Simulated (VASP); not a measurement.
# Mn (P6_3/mmc) in VASP: a series of runs

Runs on Mn. Level: BLYP. Tasks: relaxation of cell and atoms, single point.

All numbers are computed with VASP 6.6.1; they aren't measurements. Logs are shortened: lines on timing, memory, paths and dates and some standing lists are left out, and cuts for length are marked.

**1. The cell of the first run**

It takes space group P6_3/mmc (No. 194, hexagonal). The conventional cell has a = 2.552 Å, b = 2.552 Å, c = 4.167 Å, α = 90.00°, β = 90.00°, γ = 120.00°. Mn (site symmetry -6m2) has 12 Mn at 2.55 Å within 3.4 Å.

**2. Relaxation of cell and atoms, BLYP, collinear spin, antiferromagnetic start**

Input file INCAR:

```
PREC = Accurate ; ENCUT = 600
EDIFF = 1E-6 ; ISMEAR = -1
SIGMA = 0.05 ; LREAL = F
LASPH = T ; NELM = 150
ALGO = Normal ; ISIF = 3
LWAVE = F ; LCHARG = F
ISPIN = 2 ; MAGMOM = 3 -3
LORBIT = 11 ; LMAXMIX = 4
GGA = B5 ; ALDAX = 1.0
AGGAX = 1.0 ; AGGAC = 1.0
ALDAC = 0.0 ; IBRION = 2
NSW = 80 ; EDIFFG = -0.01
```

Input file KPOINTS:

```
regular mesh
0
Gamma
  14 14 8
```

Input file POSCAR:

```
Mn
1.0
    2.5517868831      0.0000000000      0.0000000000
   -1.2758934415      2.2099122658      0.0000000000
    0.0000000000      0.0000000000      4.1670679801
Mn
2
Direct
    0.3333333333      0.6666666667      0.2500000000
    0.6666666667      0.3333333333      0.7500000000
```

Potentials or basis: VASP PAW PBE potentials, release 64 (Mn_pv).

The run is started by

```sh
cat potpaw_PBE.64/Mn_pv/POTCAR > POTCAR
mpirun -np 1 vasp_std > vasp.out
```

OUTCAR:

```text
PREC = Accurate
   ENCUT = 600
   EDIFF = 1E-6
   ISMEAR = -1
   LREAL = F
   LASPH = T
   NELM = 150
   ISIF = 3
   ISPIN = 2
   LORBIT = 11
   GGA = B5
   IBRION = 2
   NSW = 80
   EDIFFG = -0.01

 ion  position               nearest neighbor table
   1  0.333  0.667  0.250-   2 2.55   2 2.55   2 2.55   2 2.55   2 2.55   2 2.55
   2  0.667  0.333  0.750-   1 2.55   1 2.55   1 2.55   1 2.55   1 2.55   1 2.55

  LATTYP: Found a hexagonal cell.
 ALAT       =     2.5517868831
 C/A-ratio  =     1.6330000000

  Lattice vectors:

 A1 = (   2.5517868831,   0.0000000000,   0.0000000000)
 A2 = (  -1.2758934415,   2.2099122658,   0.0000000000)
 A3 = (   0.0000000000,   0.0000000000,   4.1670679801)

Analysis of symmetry for initial positions (statically):
=====================================================================
 Subroutine PRICEL returns:
 Original cell was already a primitive cell.

 Routine SETGRP: Setting up the symmetry group for a
 hexagonal supercell.

 Subroutine GETGRP returns: Found 24 space group operations
 (whereof 12 operations were pure point group operations)
 out of a pool of 24 trial point group operations.

The static configuration has the point symmetry D_3d.
 The point group associated with its full space group is D_6h.

Analysis of symmetry for dynamics (positions and initial velocities):
=====================================================================
 Subroutine PRICEL returns:
 Original cell was already a primitive cell.

 Routine SETGRP: Setting up the symmetry group for a
 hexagonal supercell.

 Subroutine GETGRP returns: Found 24 space group operations
 (whereof 12 operations were pure point group operations)
 out of a pool of 24 trial point group operations.

The dynamic configuration has the point symmetry D_3d.
 The point group associated with its full space group is D_6h.

Analysis of structural, dynamic, and magnetic symmetry:
=====================================================================
 Subroutine PRICEL returns:
 Original cell was already a primitive cell.

 Routine SETGRP: Setting up the symmetry group for a
 hexagonal supercell.

 Subroutine GETGRP returns: Found 24 space group operations
 (whereof 12 operations were pure point group operations)
 out of a pool of 24 trial point group operations.

The overall configuration has the point symmetry D_3d.
 The point group associated with its full space group is D_6h.

 Subroutine INISYM returns: Found 24 space group operations
 (whereof 12 operations are pure point group operations),
 and found     1 'primitive' translations

----------------------------------------------------------------------------------------

                                     Primitive cell

  volume of cell :      23.4990

  direct lattice vectors                    reciprocal lattice vectors
     2.551786883  0.000000000  0.000000000     0.391882256  0.226253326  0.000000000
    -1.275893442  2.209912266  0.000000000     0.000000000  0.452506652  0.000000000
     0.000000000  0.000000000  4.167067980     0.000000000  0.000000000  0.239976887

  length of vectors
     2.551786883  2.551786883  4.167067980     0.452506652  0.452506652  0.239976887

  position of ions in fractional coordinates (direct lattice)
     0.333333333  0.666666667  0.250000000
     0.666666667  0.333333333  0.750000000

  ion indices of the primitive-cell ions
   primitive index   ion index
                 1           1
                 2           2

----------------------------------------------------------------------------------------

 KPOINTS: regular mesh

Automatic generation of k-mesh.
 Grid dimensions read from file:
 generate k-points for:   14   14    8

 Generating k-lattice:

  Cartesian coordinates                     Fractional coordinates (reciprocal lattice)
     0.027991590  0.016160952  0.000000000     0.071428571 -0.000000000  0.000000000
     0.000000000  0.032321904  0.000000000     0.000000000  0.071428571  0.000000000
     0.000000000  0.000000000  0.029997111     0.000000000  0.000000000  0.125000000

  Length of vectors
     0.032321904  0.032321904  0.029997111

  Shift w.r.t. Gamma in fractional coordinates (k-lattice)
     0.000000000  0.000000000  0.000000000

 Subroutine IBZKPT returns following result:
 ===========================================

 Found    120 irreducible k-points:

 Following reciprocal coordinates:
            Coordinates               Weight
  0.000000  0.000000  0.000000      1.000000
  0.071429  0.000000  0.000000      6.000000
  0.142857  0.000000  0.000000      6.000000
  0.214286  0.000000  0.000000      6.000000
  0.285714  0.000000  0.000000      6.000000
  0.357143  0.000000  0.000000      6.000000
[... 16 lines left out ...]
  0.285714  0.285714  0.000000      6.000000
  0.357143  0.285714  0.000000      6.000000
 [... further k-points ...]
   k-points           NKPTS =    120   k-points in BZ     NKDIM =    120   number of bands    NBANDS=     17
   number of dos      NEDOS =    301   number of ions     NIONS =      2
   total plane-waves  NPLWV =  14400
   dimension x,y,z NGX =    20 NGY =   20 NGZ =   36
   dimension x,y,z NGXF=    40 NGYF=   40 NGZF=   72
   ions per type =               2
   NGX,Y,Z   is equivalent  to a cutoff of  13.03, 13.03, 14.36 a.u.
   NGXF,Y,Z  is equivalent  to a cutoff of  26.06, 26.06, 28.72 a.u.
 SYSTEM =  unknown system
   PREC   = accura    normal or accurate (medium, high low for compatibility)
   ISTART =      0    job   : 0-new  1-cont  2-samecut
   ICHARG =      2    charge: 1-file 2-atom 10-const
   ISPIN  =      2    spin polarized calculation?
   LNONCOLLINEAR =      F non collinear calculations
   LSORBIT =      F    spin-orbit coupling
   LASPH  =      T    aspherical Exc in radial PAW
   ENCUT  =  600.0 eV  44.10 Ry    6.64 a.u.   5.10  5.10  8.32*2*pi/ulx,y,z
   NELM   =    150;   NELMIN=  2; NELMDL= -5     # of ELM steps
   EDIFF  = 0.1E-05   stopping-criterion for ELM
   LREAL  =      F    real-space projection
   EDIFFG = -.1E-01   stopping-criterion for IOM
   NSW    =     80    number of steps for IOM
   IBRION =      2    ionic relax: 0-MD 1-quasi-New 2-CG
   NFREE  =      1    steps in history (QN), initial steepest desc. (CG)
   ISIF   =      3    stress and relaxation
   ISYM   =      2    0-nonsym 1-usesym 2-fastsym
   POTIM  = 0.5000    time-step for ionic-motion
   TEBEG  =    0.0;   TEEND  =   0.0 temperature during run
   PSTRESS=    0.0 pullay stress
   NELECT =      26.0000    total number of electrons
   NUPDOWN=      -1.0000    fix difference up-down
   EMIN   =  10.00;   EMAX   =-10.00  energy-range for DOS
   EFERMI =   0.00;   METHOD = LEGACY
   ISMEAR =    -1;   SIGMA  =   0.05  broadening in eV -4-tet -1-fermi 0-gaus
   EFERMI_NEDOS =   21; number of points for ismear=-14 and -15
   IALGO  =     38    algorithm
   IMIX   =      4    mixing-type and parameters
     AMIX     =   0.40;   BMIX     =  1.00
     AMIX_MAG =   1.60;   BMIX_MAG =  1.00
  volume/ion in A,a.u.               =      11.75        79.29
  Fermi-wavevector in a.u.,A,eV,Ry     =   1.693230  3.199741 39.008279  2.867028
  Thomas-Fermi vector in A             =   2.774673
   LORBIT       =     11    0 simple, 1 ext, 2 COOP (PROOUT), +10 PAW based schemes
   GGA     = B5    functional components
   LHFCALC =     F    Hartree Fock is set to
   AEXX    =    0.0000 exact exchange contribution
   IVDW    =     0    specifies the selected vdW correction
   LEPSILON=     F    determine dielectric tensor
   LRPA    =     F    only Hartree local field effects (RPA)
 conjugate gradient relaxation of ions
 spin polarized calculation
  energy-cutoff  :      600.00
  volume of cell :       23.50
 maximum number of plane-waves:       797
   NGX = 11   NGY = 11   NGZ = 17

--------------------------------------- Ionic step        1  -------------------------------------------

 number of electron      25.9999991 magnetization      -0.0000000

 number of electron      25.9999991 magnetization       0.0000000

 Free energy of the ion-electron system (eV)
  ---------------------------------------------------
  ext. energy  EPLUGINS =         0.00000000
  ---------------------------------------------------
  free energy    TOTEN  =       -15.54776711 eV

  energy without entropy =      -15.52815739  energy(sigma->0) =      -15.53796225

 E-fermi :   9.6941     XC(G=0): -12.8960

 val. band max:        9.6853438928   @ k =   0.1429   0.1429   0.1250
 cond. band min:       9.6967082490   @ k =   0.1429   0.0714   0.0000
 fundamental gap:      0.0113643562
 Fermi energy:         9.6940591543

 spin component 1

 k-point     1 :       0.0000    0.0000    0.0000
  band No.  band energies     occupation
      1     -38.6127      1.00000
      2     -38.2114      1.00000
      3     -38.2114      1.00000
      4     -37.2240      1.00000
      5     -37.1818      1.00000
      6     -37.1818      1.00000
[... 9 lines left out ...]
     16      10.4480      0.00000
     17      11.3817      0.00000
[... 1201 lines left out ...]
  FREE ENERGIE OF THE ION-ELECTRON SYSTEM (eV)
  ---------------------------------------------------
  free  energy   TOTEN  =       -15.5765192159 eV

  energy  without entropy=      -15.5580605625  energy(sigma->0) =      -15.56728989

--------------------------------------- Ionic step        8  -------------------------------------------

 number of electron      25.9999996 magnetization       0.0000000

 number of electron      25.9999996 magnetization      -0.0000000

 Free energy of the ion-electron system (eV)
  ---------------------------------------------------
  ext. energy  EPLUGINS =         0.00000000
  ---------------------------------------------------
  free energy    TOTEN  =       -15.57652427 eV

  energy without entropy =      -15.55805159  energy(sigma->0) =      -15.56728793

 E-fermi :  10.2845     XC(G=0): -13.1743

 val. band max:       10.2721470734   @ k =   0.2857   0.2857   0.5000
 cond. band min:      10.2933351402   @ k =   0.1429   0.1429   0.3750
 fundamental gap:      0.0211880669
 Fermi energy:        10.2845477043

 spin component 1

 k-point     1 :       0.0000    0.0000    0.0000
  band No.  band energies     occupation
      1     -37.9333      1.00000
      2     -37.4599      1.00000
      3     -37.4599      1.00000
      4     -36.8065      1.00000
      5     -36.7452      1.00000
      6     -36.7452      1.00000
[... 9 lines left out ...]
     16      11.2153      0.00000
     17      11.9320      0.00000
[... 966 lines left out ...]
 POSITION                                       TOTAL-FORCE (eV/Angst)
 -----------------------------------------------------------------------------------
     -0.00000      1.45454      1.01992         0.000000     -0.000000     -0.000000
      1.25967      0.72727      3.05977        -0.000000      0.000000      0.000000
 -----------------------------------------------------------------------------------
    total drift:                               -0.000000      0.000000     -0.000000

  FREE ENERGIE OF THE ION-ELECTRON SYSTEM (eV)
  ---------------------------------------------------
  free  energy   TOTEN  =       -15.5765242673 eV

  energy  without entropy=      -15.5580515909  energy(sigma->0) =      -15.56728793

 reached required accuracy - stopping structural energy minimisation

 total charge

# of ion       s       p       d       tot
------------------------------------------
    1        0.409   6.362   5.183  11.954
    2        0.409   6.362   5.183  11.954
--------------------------------------------------
tot          0.818  12.724  10.367  23.909

 magnetization (x)

# of ion       s       p       d       tot
------------------------------------------
    1        0.005   0.010   0.717   0.733
    2       -0.005  -0.010  -0.717  -0.733
--------------------------------------------------
tot          0.000   0.000   0.000   0.000
```

Run time: 12 min. Hardware: 1 thread of Intel Xeon Platinum 8375C at 2.90GHz (Ice Lake), shared host; peak memory 0.22 GiB.

Results:

```yaml
Free_energy: -15.5765 eV
Relaxed_volume: 11.21 Å³/atom
Relaxed_cell: a = 2.519 Å, b = 2.519 Å, c = 4.080 Å, α = 90.00°, β = 90.00°, γ = 120.00°
Space_group_after_relaxing_to_0.05_Å: P6_3/mmc (No. 194)
Energy_gained_by_relaxing: 14.4 meV/atom
Ionic_steps: 8
Pressure_after_relaxing: 0.0 GPa
Band_gap_on_the_k_mesh: zero (filled and empty bands overlap)
Net_moment: 0.00 μB per cell
Site_moments: Mn +0.73, -0.73 μB
Valence_electrons_inside_the_program's_atomic_spheres: Mn 11.95
```

The path:
| step | energy change (eV) | largest force (eV/Å) | pressure (GPa) | volume (Å³) |
| --- | --- | --- | --- | --- |
| 1 | 0.0000 | 0.0000 | -7.83 | 23.50 |
| 2 | -0.0077 | 0.0000 | 8.36 | 21.60 |
| 3 | -0.0282 | 0.0000 | -0.07 | 22.43 |
| 4 | -0.0282 | 0.0000 | 0.14 | 22.41 |
| 5 | -0.0288 | 0.0000 | 0.14 | 22.40 |
| 6 | -0.0288 | 0.0000 | 0.13 | 22.40 |
| 7 | -0.0288 | 0.0000 | 0.14 | 22.40 |
| 8 | -0.0288 | 0.0000 | -0.04 | 22.42 |

Final structure:
```xyz
2
Lattice="2.5193 0.0000 0.0000 -1.2597 2.1818 0.0000 0.0000 0.0000 4.0797" Properties=species:S:1:pos:R:3 pbc="T T T"
Mn    0.0000    1.4545    1.0199
Mn    1.2597    0.7273    3.0598
```

Caveat: the PAW data sets were made with another functional, which shifts forces and pressure a little.

(Part 1 of 2 ends here.)
